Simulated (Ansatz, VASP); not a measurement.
WCl in VASP and in Ansatz

```xyz
4
Lattice="1.6370 0.9451 9.4141 -1.6370 0.9451 9.4141 0.0000 -1.8902 9.4141" Properties=species:S:1:pos:R:3 pbc="T T T"
W     0.0000    0.0000   22.6951
W     0.0000    0.0000    5.5472
Cl    0.0000    0.0000   11.3494
Cl    0.0000    0.0000   16.8930
```

Alike in both runs: functional PBE; k mesh 7 × 7 × 7; occupations gaussian, width 0.2 eV; no spin polarisation.

Ansatz relaxed the structure, and its values are those at the end. VASP's run is a single point on that final structure, the one shown.

|  | VASP | Ansatz |
| --- | --- | --- |
| version | VASP 6.6.1 | Ansatz 0.2.0 |
| potentials or method | VASP PAW PBE potentials, release 64 (W_sv, Cl), cutoff 520 eV | scalar-relativistic, plane waves, PAW |
| valence electrons in the cell | 42 | 42 |

```tsv
	VASP	Ansatz	Ansatz less VASP
gap on the k mesh at the Fermi level (eV)	none	none	-
pressure (GPa)	0.2	0.1	-0.11
rms of the force components (eV/Å)	0.011	0.009	-0.0022
```

A gap of «none» marks a metal or a gap that the smearing closes. With one functional, cell and mesh, what is left measures potentials, basis and numerics.

Neither program's run includes spin-orbit coupling.
